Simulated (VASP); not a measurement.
Write the native input for VASP 6.6.1 that does the following.

* Task: electric field gradients
* Functional: PBE
* Potentials or basis: VASP PAW PBE potentials, release 64 (K_sv, Br)
* Cutoff: 520 eV
* k mesh: 7 × 7 × 7
* Occupations: fermi-dirac, width 0.01 eV
* Spin: no spin polarisation
* Dipole correction: no
* Further INCAR settings: ALGO = Normal; EDIFF = 1e-08; NBANDS = 15

The structure of KBr lies in POSCAR:

```
KBr
1.0
    0.0000000000      3.2925000000      3.2925000000
    3.2925000000      0.0000000000      3.2925000000
    3.2925000000      3.2925000000      0.0000000000
K Br
1 1
Direct
    0.0000000000      0.0000000000      0.0000000000
    0.5043839028      0.5043839028      0.5043839028
```

This cell differs from its parent crystal: atom 2 (Br) moved by [0.028868, 0.028868, 0.028868] A.

One way to write it, as run:

INCAR

```
SYSTEM = KBr
ALGO = Normal
EDIFF = 1E-8
ENCUT = 520
GGA = PE
ISIF = 2
ISMEAR = -1
LASPH = .True.
LCHARG = .False.
LEFG = .True.
LREAL = .False.
LWAVE = .False.
NBANDS = 15
NELM = 100
PREC = Accurate
SIGMA = 0.01
```

KPOINTS

```
k-points
0
Gamma
  7 7 7
  0 0 0
```

Potentials or basis: VASP PAW PBE potentials, release 64 (K_sv, Br).

Command:

```bash
$ cat potpaw_PBE.64/K_sv/POTCAR potpaw_PBE.64/Br/POTCAR > POTCAR
$ mpirun -np 1 vasp_std > vasp.out
```

It gave:

```
Pressure               : 0.9 GPa
Largest force          : 0.064 eV/Å
Band gap on the k mesh : 4.45 eV, direct
```

Caveat: the cell differs from its parent crystal (atom 2 (Br) moved by [0.028868, 0.028868, 0.028868] A); without QUAD_EFG the Cq values of the log hold for a quadrupole moment of 1 mb, not for the nuclei.

Wall time 28 s on 1 thread of Intel(R) Xeon(R) Platinum 8559C (Emerald Rapids) (shared host), peak memory 0.22 GiB.
